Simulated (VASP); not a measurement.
Wanted: the native input for a VASP 6.6.1 run.

| Property | Result |
| --- | --- |
| Task | single point |
| Functional | PBE |
| Potentials or basis | VASP PAW PBE potentials, release 64 (Pt, H) |
| Cutoff | 520 eV |
| k mesh | 5 × 5 × 1 |
| Occupations | gaussian, width 0.1 eV |
| Spin | no spin polarisation |
| Dipole correction | yes |
| Further INCAR settings | ALGO = Normal; EDIFF = 1e-06; NBANDS = 74 |

The structure of HPt6 lies in POSCAR:

```
HPt6
1.0
    5.6143281343      0.0000000000      0.0000000000
    0.0000000000      5.6143281343      0.0000000000
    0.0000000000      0.0000000000     21.8513792319
Pt H
12 2
Direct
    0.2500000000      0.2500000000      0.1830548066
    0.2500000000      0.7500000000      0.1830548066
    0.7500000000      0.2500000000      0.1830548066
    0.7500000000      0.7500000000      0.1830548066
    0.0000000000      0.0000000000      0.2712126041
    0.0000000000      0.5000000000      0.2712126041
    0.5000000000      0.0000000000      0.2712126041
    0.5000000000      0.5000000000      0.2712126041
    0.2500000000      0.2500000000      0.3593081768
    0.2500000000      0.7500000000      0.3593081768
    0.7500000000      0.2500000000      0.3593081768
    0.7500000000      0.7500000000      0.3593081768
   -0.1990442976      0.0000000000      0.3799018425
    0.1990442976      0.0000000000      0.3799018425
```

One way to write it, as run:

INCAR

```
SYSTEM = HPt6
PREC = Accurate ; ENCUT = 520
EDIFF = 1E-6 ; ISMEAR = 0
SIGMA = 0.1 ; LREAL = .FALSE.
LASPH = .TRUE. ; NELM = 80
ALGO = Normal ; ISIF = 2
LWAVE = .FALSE. ; LCHARG = .FALSE.
LDIPOL = .TRUE. ; IDIPOL = 3
DIPOL = 0.5 0.5 0.287 ; GGA = PE
NBANDS = 74
```

KPOINTS

```
Automatic mesh
0
G
  5 5 1
  0 0 0
```

Potentials or basis: VASP PAW PBE potentials, release 64 (Pt, H).

Run with:

```sh
$ cat potpaw_PBE.64/Pt/POTCAR potpaw_PBE.64/H/POTCAR > POTCAR
$ mpirun -np 1 vasp_std > vasp.out
```

Results of the run:

| Property | Result |
| --- | --- |
| Largest force | 4.018 eV/Å |
| Band gap on the k mesh | zero (bands 61 and 62 overlap by 0.22 eV) |

Caveat: spin-orbit coupling is left out, which moves the levels of the heavy elements.

Run time: 18 min on 1 thread of Intel(R) Xeon(R) 6975P-C (Granite Rapids), with other jobs on the host, peak memory 0.78 GiB.
